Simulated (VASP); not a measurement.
Wanted: the native input for a VASP 6.6.1 run.

* Task: relaxation of shape and atoms at fixed volume
* Functional: BLYP
* Dispersion: D3(BJ)
* Potentials or basis: VASP PAW PBE potentials, release 64 (Si, W_sv)
* Cutoff: 600 eV
* k mesh: 10 × 10 × 10
* Occupations: gaussian, width 0.05 eV
* Spin: no spin polarisation
* Dipole correction: no
* Further INCAR settings: ALGO = Normal; EDIFF = 1e-07; IBRION = 2; EDIFFG = -0.01; NSW = 60; ISIF = 4

The structure of Si2W lies in POSCAR:

```
Si2W
1.0
   -1.6088830537      1.6088830537      3.9098480514
    1.6088830537     -1.6088830537      3.9098480514
    1.6088830537      1.6088830537     -3.9098480514
Si W
2 1
Direct
    0.3348616850      0.3348616850      0.0000000000
    0.6651383150      0.6651383150      0.0000000000
    0.0000000000      0.0000000000      0.0000000000
```

These files were run (other wordings do the same):

INCAR

```
  PREC = Accurate
  ENCUT = 600
  EDIFF = 1E-7
  ISMEAR = 0
  SIGMA = 0.05
  LREAL = False
  LASPH = True
  NELM = 60
  ALGO = Normal
  ISIF = 4
  LWAVE = False
  LCHARG = False
  GGA = B5
  ALDAX = 1.0
  AGGAX = 1.0
  AGGAC = 1.0
  ALDAC = 0.0
  IVDW = 12
  VDW_S6 = 1.0
  VDW_S8 = 2.6996
  VDW_A1 = 0.4298
  VDW_A2 = 4.2359
  IBRION = 2
  NSW = 60
  EDIFFG = -0.01
```

KPOINTS

```
regular mesh
0
Gamma
  10 10 10
```

Potentials or basis: VASP PAW PBE potentials, release 64 (Si, W_sv).

Run with:

```bash
$ cat potpaw_PBE.64/Si/POTCAR potpaw_PBE.64/W_sv/POTCAR > POTCAR
$ mpirun -np 1 vasp_std > vasp.out
```

Results of the run:

```
Energy gained by relaxing  : 0.0 meV/atom
Ionic steps                : 4
Pressure after relaxing    : -3.0 GPa
Band gap on the k mesh     : zero (bands 11 and 12 overlap by 1.21 eV)
Dispersion energy per atom : -1.323 eV
```

Caveat: the PAW data sets were made with another functional, which shifts forces and pressure a little; spin-orbit coupling is left out, which moves the levels of the heavy elements.

Wall time 6.4 min on 1 thread of Intel(R) Xeon(R) Platinum 8259CL CPU @ 2.50GHz (Skylake/Cascade Lake), with other jobs on the host, peak memory 0.26 GiB.
